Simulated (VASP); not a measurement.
Wanted: the native input for a VASP 6.6.1 run.

| Quantity | Value |
| --- | --- |
| Task | single point |
| Functional | PBE |
| Potentials or basis | VASP PAW PBE potentials, release 64 (Rb_sv, Br) |
| Cutoff | 520 eV |
| k mesh | 10 × 10 × 6 |
| Occupations | fermi-dirac, width 0.05 eV |
| Spin | no spin polarisation |
| Dipole correction | no |
| Further INCAR settings | ALGO = Normal; EDIFF = 1e-06; NBANDS = 24 |

The structure of RbBr lies in POSCAR:

```
RbBr
1.0
    5.9420834490      0.0000000000      0.0000000000
   -2.9710417245      5.1459952182      0.0000000000
    0.0000000000      0.0000000000      6.9565076358
Rb Br
2 2
Direct
    0.3333333333      0.6666666667     -0.0619962559
    0.6666666667      0.3333333333      0.4380037441
    0.3333333333      0.6666666667      0.4379962559
    0.6666666667      0.3333333333      0.9379962559
```

One way to write it, as run:

INCAR

```
PREC = Accurate
ENCUT = 520
EDIFF = 1E-6
ISMEAR = -1
SIGMA = 0.05
LREAL = False
LASPH = True
NELM = 60
ALGO = Normal
ISIF = 2
LWAVE = False
LCHARG = False
GGA = PE
NBANDS = 24
```

KPOINTS

```
Automatic mesh
0
Gamma
  10 10 6
```

Potentials or basis: VASP PAW PBE potentials, release 64 (Rb_sv, Br).

Launch:

```console
$ cat potpaw_PBE.64/Rb_sv/POTCAR potpaw_PBE.64/Br/POTCAR > POTCAR
$ mpirun -np 1 vasp_std > vasp.out
```

Results of the run:

The pressure is 0.0 GPa and the band gap on the k mesh is 4.02 eV.

Wall time 3 min on 1 thread of Intel(R) Xeon(R) Platinum 8559C (Emerald Rapids) (shared host), peak memory 0.49 GiB.
